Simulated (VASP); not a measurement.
# CdTe (F-43m) in VASP: notebook

CdTe is run at these levels: PBE, r2SCANh; tasks: vibrations by perturbation theory, elastic constants, band structure.

Everything below comes from runs of VASP 6.6.1. Logs are shortened: lines on timing, memory, paths and dates and some standing lists are left out, and cuts for length are marked.

### Step 1. The cell of the first run

The structure is cubic, space group F-43m (No. 216). Conventional cell: a = 6.410 Å, b = 6.410 Å, c = 6.410 Å, α = 90.00°, β = 90.00°, γ = 90.00°. Within 3.7 Å of Te (site symmetry -43m) lie 4 Cd at 2.78 Å. Within 3.7 Å of Cd (site symmetry -43m) lie 4 Te at 2.78 Å.

### Step 2. Vibrations by perturbation theory, PBE

The input, INCAR:

```
PREC     = Accurate       # precision mode
ENCUT    = 520            # plane-wave cutoff, eV
EDIFF    = 1E-8           # SCF threshold, eV
ISMEAR   = -1             # smearing method
SIGMA    = 0.05           # smearing width, eV
LREAL    = F              # projectors in reciprocal space
LASPH    = T              # aspherical terms in the spheres
NELM     = 60             # most SCF steps
ALGO     = Normal         # electronic algorithm
ISIF     = 2              # what is computed and relaxed
LWAVE    = F              # write WAVECAR
LCHARG   = T              # write CHGCAR
GGA      = PE             # functional
IBRION   = 8              # ionic algorithm
NSW      = 1              # ionic steps
```

The input, KPOINTS:

```
Automatic mesh
0
Gamma
  7 7 7
```

The input, POSCAR:

```
CdTe
1.0
    0.0000000000      3.2050000000      3.2050000000
    3.2050000000      0.0000000000      3.2050000000
    3.2050000000      3.2050000000      0.0000000000
Te Cd
1 1
Direct
    0.7500000000      0.7500000000      0.7500000000
    0.0000000000      0.0000000000      0.0000000000
```

Potentials or basis: VASP PAW PBE potentials, release 64 (Te, Cd).

Run with:

```console
$ cat potpaw_PBE.64/Te/POTCAR potpaw_PBE.64/Cd/POTCAR > POTCAR
$ mpirun -np 1 vasp_std > vasp.out
```

OUTCAR:

```text
PREC = Accurate
   ENCUT = 520
   EDIFF = 1E-8
   ISMEAR = -1
   LREAL = F
   LASPH = T
   NELM = 60
   ISIF = 2
   GGA = PE
   IBRION = 8
   NSW = 1

 ion  position               nearest neighbor table
   1  0.750  0.750  0.750-   2 2.78   2 2.78   2 2.78   2 2.78
   2  0.000  0.000  0.000-   1 2.78   1 2.78   1 2.78   1 2.78

  LATTYP: Found a face centered cubic cell.
 ALAT       =     6.4100000000

  Lattice vectors:

 A1 = (   0.0000000000,   3.2050000000,   3.2050000000)
 A2 = (   3.2050000000,   0.0000000000,   3.2050000000)
 A3 = (   3.2050000000,   3.2050000000,   0.0000000000)

Analysis of symmetry for initial positions (statically):
=====================================================================
 Subroutine PRICEL returns:
 Original cell was already a primitive cell.

 Routine SETGRP: Setting up the symmetry group for a
 face centered cubic supercell.

 Subroutine GETGRP returns: Found 24 space group operations
 (whereof 24 operations were pure point group operations)
 out of a pool of 48 trial point group operations.

The static configuration has the point symmetry T_d .

Analysis of symmetry for dynamics (positions and initial velocities):
=====================================================================
 Subroutine PRICEL returns:
 Original cell was already a primitive cell.

 Routine SETGRP: Setting up the symmetry group for a
 face centered cubic supercell.

 Subroutine GETGRP returns: Found 24 space group operations
 (whereof 24 operations were pure point group operations)
 out of a pool of 48 trial point group operations.

The dynamic configuration has the point symmetry T_d .

 Subroutine INISYM returns: Found 24 space group operations
 (whereof 24 operations are pure point group operations),
 and found     1 'primitive' translations

----------------------------------------------------------------------------------------

                                     Primitive cell

  volume of cell :      65.8437

  direct lattice vectors                    reciprocal lattice vectors
     0.000000000  3.205000000  3.205000000    -0.156006240  0.156006240  0.156006240
     3.205000000  0.000000000  3.205000000     0.156006240 -0.156006240  0.156006240
     3.205000000  3.205000000  0.000000000     0.156006240  0.156006240 -0.156006240

  length of vectors
     4.532554467  4.532554467  4.532554467     0.270210734  0.270210734  0.270210734

  position of ions in fractional coordinates (direct lattice)
     0.750000000  0.750000000  0.750000000
     0.000000000  0.000000000  0.000000000

  ion indices of the primitive-cell ions
   primitive index   ion index
                 1           1
                 2           2

----------------------------------------------------------------------------------------

 KPOINTS: Automatic mesh

Automatic generation of k-mesh.
 Grid dimensions read from file:
 generate k-points for:    7    7    7

 Generating k-lattice:

  Cartesian coordinates                     Fractional coordinates (reciprocal lattice)
    -0.022286606  0.022286606  0.022286606     0.142857143  0.000000000  0.000000000
     0.022286606 -0.022286606  0.022286606     0.000000000  0.142857143  0.000000000
     0.022286606  0.022286606 -0.022286606     0.000000000  0.000000000  0.142857143

  Length of vectors
     0.038601533  0.038601533  0.038601533

  Shift w.r.t. Gamma in fractional coordinates (k-lattice)
     0.000000000  0.000000000  0.000000000

 Subroutine IBZKPT returns following result:
 ===========================================

 Found     20 irreducible k-points:

 Following reciprocal coordinates:
            Coordinates               Weight
  0.000000  0.000000  0.000000      1.000000
  0.142857  0.000000  0.000000      8.000000
  0.285714  0.000000  0.000000      8.000000
  0.428571  0.000000  0.000000      8.000000
  0.142857  0.142857  0.000000      6.000000
  0.285714  0.142857  0.000000     24.000000
[... 12 lines left out ...]
 -0.428571  0.428571  0.142857     24.000000
 -0.285714  0.428571  0.142857     24.000000
   k-points           NKPTS =     20   k-points in BZ     NKDIM =     20   number of bands    NBANDS=     13
[... 23 lines left out ...]
   ISIF   =      2    stress and relaxation
   ISYM   =      2    0-nonsym 1-usesym 2-fastsym
   POTIM  = 0.5000    time-step for ionic-motion
   TEBEG  =    0.0;   TEEND  =   0.0 temperature during run
   PSTRESS=    0.0 pullay stress
   NELECT =      18.0000    total number of electrons
   NUPDOWN=      -1.0000    fix difference up-down
   EMIN   =  10.00;   EMAX   =-10.00  energy-range for DOS
   EFERMI =   0.00;   METHOD = LEGACY
   ISMEAR =    -1;   SIGMA  =   0.05  broadening in eV -4-tet -1-fermi 0-gaus
   EFERMI_NEDOS =   21; number of points for ismear=-14 and -15
   IALGO  =     38    algorithm
   IMIX   =      4    mixing-type and parameters
     AMIX     =   0.40;   BMIX     =  1.00
     AMIX_MAG =   1.60;   BMIX_MAG =  1.00
  volume/ion in A,a.u.               =      32.92       222.17
  Fermi-wavevector in a.u.,A,eV,Ry     =   1.062497  2.007828 15.359610  1.128899
  Thomas-Fermi vector in A             =   2.197950
   LORBIT       =      0    0 simple, 1 ext, 2 COOP (PROOUT), +10 PAW based schemes
   GGA     = PE    functional components
   LHFCALC =     F    Hartree Fock is set to
   AEXX    =    0.0000 exact exchange contribution
   IVDW    =     0    specifies the selected vdW correction
   LEPSILON=     F    determine dielectric tensor
   LRPA    =     F    only Hartree local field effects (RPA)
 non-spin polarized calculation
  energy-cutoff  :      520.00
  volume of cell :       65.84
 maximum number of plane-waves:      1807
 NGX is ok and might be reduce to    36
   NGX = 17   NGY = 17   NGZ = 17

--------------------------------------- Ionic step        1  -------------------------------------------

 number of electron      17.9999995 magnetization

 Free energy of the ion-electron system (eV)
  ---------------------------------------------------
  ext. energy  EPLUGINS =         0.00000000
  ---------------------------------------------------
  free energy    TOTEN  =        -4.72525199 eV

  energy without entropy =       -4.72525024  energy(sigma->0) =       -4.72525112

 E-fermi :   3.1229     XC(G=0):  -8.7314

 val. band max:        2.6555545107   @ k =   0.0000   0.0000   0.0000
 cond. band min:       3.5285779704   @ k =   0.0000   0.0000   0.0000
 fundamental gap:      0.8730234598
 Fermi energy:         3.1229289046

 k-point     1 :       0.0000    0.0000    0.0000
  band No.  band energies     occupation
      1      -8.7128      2.00000
      2      -5.7524      2.00000
      3      -5.7524      2.00000
      4      -5.7524      2.00000
      5      -5.4666      2.00000
      6      -5.4666      2.00000
      7       2.6556      1.99983
      8       2.6556      1.99983
      9       2.6556      1.99983
     10       3.5286      0.00060
     11       7.2318      0.00000
     12       7.2318      0.00000
     13       7.2318      0.00000
[... 292 lines left out ...]
      2      -5.6271      2.00000
      3      -5.6109      2.00000
      4      -5.5016      2.00000
      5      -5.4635      2.00000
      6      -4.8687      2.00000
      7      -1.6806      2.00000
      8      -0.0075      2.00000
      9       0.7216      2.00000
     10       6.3715      0.00000
     11       7.5129      0.00000
     12       8.6095      0.00000
     13       9.3878      0.00000

------------------------ aborting loop because EDIFF is reached ----------------------------------------

  FORCE on cell =-STRESS in cart. coord.  units (eV):
  Direction    XX          YY          ZZ          XY          YZ          ZX
  --------------------------------------------------------------------------------------
  -------------------------------------------------------------------------------------
  Total        1.8071069      1.8071069      1.8071069      0.0000000      0.0000000     -0.0000000
  in kB       43.9724172     43.9724172     43.9724172      0.0000000      0.0000000     -0.0000000
  external PRESSURE =      43.9724172 kB  Pullay stress =       0.0000000 kB

 VOLUME and BASIS-vectors are now :
 -----------------------------------------------------------------------------
  energy-cutoff  :      520.00
  volume of cell :       65.84
      direct lattice vectors                 reciprocal lattice vectors
     0.000000000  3.205000000  3.205000000    -0.156006240  0.156006240  0.156006240
     3.205000000  0.000000000  3.205000000     0.156006240 -0.156006240  0.156006240
     3.205000000  3.205000000  0.000000000     0.156006240  0.156006240 -0.156006240

 POSITION                                       TOTAL-FORCE (eV/Angst)
 -----------------------------------------------------------------------------------
      4.80750      4.80750      4.80750         0.000000      0.000000     -0.000000
      0.00000      0.00000      0.00000        -0.000000     -0.000000      0.000000
 -----------------------------------------------------------------------------------
    total drift:                                0.000000      0.000000      0.000000

  FREE ENERGIE OF THE ION-ELECTRON SYSTEM (eV)
  ---------------------------------------------------
  free  energy   TOTEN  =        -4.7252519881 eV

  energy  without entropy=       -4.7252502446  energy(sigma->0) =       -4.72525112

[... ionic steps 2 to 3 ...]

--------------------------------------- Ionic step        4  -------------------------------------------

------------------------ aborting loop because EDIFF is reached ----------------------------------------

[... ionic steps 5 to 6 ...]

--------------------------------------- Ionic step        7  -------------------------------------------

 Free energy of the ion-electron system (eV)
  ---------------------------------------------------
  ---------------------------------------------------
  free energy    TOTEN  =        -0.43225588 eV

  energy without entropy =       -0.43225588

------------------------ aborting loop because EDIFF is reached ----------------------------------------

 INTERNAL STRAIN TENSOR  FOR ION    2  DIRECTION 1   (eV/Angst):
 -----------------------------------------------------------------------------
     0.00171  0.00000  0.00000
     0.00000 -0.00083 -7.90473
     0.00000 -7.90473 -0.00083

 INTERNAL STRAIN TENSOR FOR ION    2 for displacements in x,y,z  (eV/Angst):
          X           Y           Z          XY          YZ          ZX
  --------------------------------------------------------------------------------
  x     0.00000     0.00000     0.00000     0.00000    -7.90473     0.00000
  y     0.00000     0.00000     0.00000     0.00000     0.00000    -7.90473
  z     0.00000     0.00000     0.00000    -7.90473     0.00000     0.00000

 SECOND DERIVATIVES (NOT SYMMETRIZED)
 ------------------------------------
               1X          1Y          1Z          2X          2Y          2Z
  1X    -5.307951    0.000000    0.000000    5.307951    0.000000    0.000000
  1Y     0.000000   -5.307951    0.000000    0.000000    5.307951    0.000000
  1Z     0.000000    0.000000   -5.307951    0.000000    0.000000    5.307951
  2X     5.287351    0.000000    0.000000   -5.287351    0.000000    0.000000
  2Y     0.000000    5.287351    0.000000    0.000000   -5.287351    0.000000
  2Z     0.000000    0.000000    5.287351    0.000000    0.000000   -5.287351

 Eigenvectors and eigenvalues of the dynamical matrix
 ----------------------------------------------------

   1 f  =    4.654271 THz    29.243650 2PiTHz  155.249784 cm-1    19.248511 meV
             X         Y         Z           dx          dy          dz
      4.807500  4.807500  4.807500    -0.000000    0.685074    0.000000
      0.000000  0.000000  0.000000     0.000000   -0.728474    0.000000
[... 21 lines left out ...]
   6 f/i=    0.004516 THz     0.028376 2PiTHz    0.150644 cm-1     0.018678 meV
             X         Y         Z           dx          dy          dz
      4.807500  4.807500  4.807500    -0.223591   -0.652592    0.234104
      0.000000  0.000000  0.000000    -0.210270   -0.613713    0.220157

--------------------------------------------------------------------------------------------------------

 ELASTIC MODULI CONTR FROM IONIC RELAXATION (kBar)
 Direction    XX          YY          ZZ          XY          YZ          ZX
 --------------------------------------------------------------------------------
 XX          -0.0000      0.0000      0.0000     -0.0000      0.0000      0.0000
 YY           0.0000     -0.0000      0.0000     -0.0000     -0.0000     -0.0000
 ZZ           0.0000      0.0000     -0.0000      0.0000     -0.0000      0.0000
 XY          -0.0000     -0.0000      0.0000   -279.9271      0.0000      0.0000
 YZ           0.0000     -0.0000     -0.0000      0.0000   -279.9271     -0.0000
 ZX           0.0000     -0.0000      0.0000      0.0000     -0.0000   -279.9271
 --------------------------------------------------------------------------------
```

Wall time 6.1 min (1 thread of Intel Xeon 8259CL, shared host); peak memory 0.33 GiB.

Results:

| Quantity | Value |
| --- | --- |
| Highest phonon frequency at Γ, LO-TO splitting left out | 155 cm⁻¹ |

Phonon frequencies in cm⁻¹ (negative: imaginary):
```
              q point        frequencies
(0.000, 0.000, 0.000)  0 0 0 155 155 155
```

Caveat: the cell stands under pressure or tension, which shifts response properties; spin-orbit coupling is left out, which moves the levels of the heavy elements.

### Step 3. Elastic constants, PBE

The input, INCAR:

```
ALGO = Normal ; EDIFF = 1E-8
ENCUT = 600 ; GGA = PE
IBRION = 6 ; ISIF = 3
ISMEAR = -1 ; LASPH = T
LCHARG = T ; LREAL = F
LWAVE = F ; NELM = 60
NFREE = 2 ; NSW = 1
POTIM = 0.015 ; PREC = Accurate
SIGMA = 0.05
```

The input, KPOINTS:

```
k-points
0
Gamma
  5 5 5
```

POSCAR is that of step 2.

Potentials or basis: VASP PAW PBE potentials, release 64 (Te, Cd).

Run with:

```console
$ cat potpaw_PBE.64/Te/POTCAR potpaw_PBE.64/Cd/POTCAR > POTCAR
$ mpirun -np 1 vasp_std > vasp.out
```

It took 9.3 min on 1 thread of Intel Xeon 8259CL, shared host; peak memory 0.26 GiB.

Results (log left out):

| Quantity | Value |
| --- | --- |
| Elastic constants C11, C12, C44 | 59, 46, 17 GPa |
| Voigt bulk modulus | 51 GPa |
| Highest phonon frequency at Γ, LO-TO splitting left out | 155 cm⁻¹ |

Phonon frequencies in cm⁻¹ (negative: imaginary):
```tsv
q point	frequencies
(0.000, 0.000, 0.000)	0 0 0 155 155 155
```

Elastic tensor in Voigt notation (GPa, in the Cartesian axes of the cell as first typed):
```
59 46 46  0  0  0
46 59 46  0  0  0
46 46 59  0  0  0
 0  0  0 17  0  0
 0  0  0  0 17  0
 0  0  0  0  0 17
```

Clamped-ion elastic tensor (GPa):
```
59 46 46  0  0  0
46 59 46  0  0  0
46 46 59  0  0  0
 0  0  0 46  0  0
 0  0  0  0 46  0
 0  0  0  0  0 46
```

Caveat: the cell is under stress, which shifts elastic constants; spin-orbit coupling is left out, which moves the levels of the heavy elements.

### Step 4. Band structure, r2SCANh

POSCAR is that of step 3.

The input, INCAR.step1:

```
SYSTEM = CdTe
  ALGO = Normal
  EDIFF = 1E-6
  EFERMI = MIDGAP
  ENCUT = 550
  GGA = PE
  GGA_COMPAT = .False.
  ISMEAR = 0
  KPAR = 2
  LASPH = .True.
  LCHARG = .False.
  LREAL = .False.
  LWAVE = .True.
  NBANDS = 21
  NELM = 120
  PREC = Accurate
  SIGMA = 0.03
```

The input, INCAR.step2:

```
SYSTEM = CdTe
  AEXX = 0.1
  ALGO = Normal
  EDIFF = 1E-6
  EFERMI = MIDGAP
  ENCUT = 550
  GGA_COMPAT = .False.
  HFRCUT = -1
  ISMEAR = 0
  ISTART = 1
  KPAR = 2
  LASPH = .True.
  LCHARG = .False.
  LHFCALC = .True.
  LMIXTAU = .True.
  LREAL = .False.
  LWAVE = .False.
  METAGGA = R2SCAN
  NBANDS = 21
  NELM = 120
  PREC = Accurate
  PRECFOCK = Fast
  SIGMA = 0.03
```

The input, KPOINTS:

```
Automatic mesh
0
Gamma
  6 6 6
  0 0 0
```

The input, KPOINTS_OPT:

```
path GXWKGLUWLK,UX
9
line-mode
reciprocal
 0.0000000000  0.0000000000  0.0000000000  G
 0.5000000000  0.0000000000  0.5000000000  X

 0.5000000000  0.0000000000  0.5000000000  X
 0.5000000000  0.2500000000  0.7500000000  W

 0.5000000000  0.2500000000  0.7500000000  W
 0.3750000000  0.3750000000  0.7500000000  K

 0.3750000000  0.3750000000  0.7500000000  K
 0.0000000000  0.0000000000  0.0000000000  G

 0.0000000000  0.0000000000  0.0000000000  G
 0.5000000000  0.5000000000  0.5000000000  L

 0.5000000000  0.5000000000  0.5000000000  L
 0.6250000000  0.2500000000  0.6250000000  U

 0.6250000000  0.2500000000  0.6250000000  U
 0.5000000000  0.2500000000  0.7500000000  W

 0.5000000000  0.2500000000  0.7500000000  W
 0.5000000000  0.5000000000  0.5000000000  L

 0.5000000000  0.5000000000  0.5000000000  L
 0.3750000000  0.3750000000  0.7500000000  K

 0.6250000000  0.2500000000  0.6250000000  U
 0.5000000000  0.0000000000  0.5000000000  X
```

Run with:

```console
$ cat potpaw_PBE.64/Te/POTCAR potpaw_PBE.64/Cd/POTCAR > POTCAR
$ cp INCAR.step1 INCAR
$ mpirun -np 2 vasp_std > vasp.out
$ cp INCAR.step2 INCAR
$ mpirun -np 2 vasp_std > vasp.out
```

Wall time 50 min (2 MPI ranks of Intel Xeon 6975P-C (Granite Rapids), shared host); peak memory 0.33 GiB.

Results (log left out):

```yaml
Free_energy: -43.1731 eV
Band_gap_on_the_k_mesh: 1.85 eV
Band_gap_along_the_path: 1.85 eV
```

Levels at the corners of the path, in eV from the valence-band top:
```tsv
point	band 5	band 6	band 7	band 8	band 9	band 10	band 11	band 12	band 13	band 14
Γ	-8.90	-8.90	0.00	0.00	0.00	1.85	5.56	5.56	5.56	8.61
X	-8.86	-8.28	-4.69	-2.10	-2.10	3.28	3.50	10.32	10.68	10.68
X	-8.86	-8.28	-4.69	-2.10	-2.10	3.28	3.50	10.32	10.68	10.68
W	-8.90	-8.19	-4.53	-2.63	-2.47	5.41	5.46	6.70	7.23	11.27
W	-8.90	-8.19	-4.53	-2.63	-2.47	5.41	5.46	6.70	7.23	11.27
K	-8.88	-8.23	-4.56	-2.88	-1.74	3.70	5.50	8.51	8.68	9.15
K	-8.88	-8.23	-4.56	-2.88	-1.74	3.70	5.50	8.51	8.68	9.15
Γ	-8.90	-8.90	0.00	0.00	0.00	1.85	5.56	5.56	5.56	8.61
Γ	-8.90	-8.90	0.00	0.00	0.00	1.85	5.56	5.56	5.56	8.61
L	-8.89	-8.46	-4.87	-0.87	-0.87	2.78	6.12	6.12	8.01	10.02
L	-8.89	-8.46	-4.87	-0.87	-0.87	2.78	6.12	6.12	8.01	10.02
U	-8.88	-8.23	-4.56	-2.88	-1.74	3.70	5.50	8.51	8.68	9.15
U	-8.88	-8.23	-4.56	-2.88	-1.74	3.70	5.50	8.51	8.68	9.15
W	-8.90	-8.19	-4.53	-2.63	-2.47	5.41	5.46	6.70	7.23	11.27
W	-8.90	-8.19	-4.53	-2.63	-2.47	5.41	5.46	6.70	7.23	11.27
L	-8.89	-8.46	-4.87	-0.87	-0.87	2.78	6.12	6.12	8.01	10.02
L	-8.89	-8.46	-4.87	-0.87	-0.87	2.78	6.12	6.12	8.01	10.02
K	-8.88	-8.23	-4.56	-2.88	-1.74	3.70	5.50	8.51	8.68	9.15
U	-8.88	-8.23	-4.56	-2.88	-1.74	3.70	5.50	8.51	8.68	9.15
X	-8.86	-8.28	-4.69	-2.10	-2.10	3.28	3.50	10.32	10.68	10.68
```

Caveat: the PAW data sets were made with another functional, which shifts forces and pressure a little; spin-orbit coupling is left out, which moves the levels of the heavy elements.
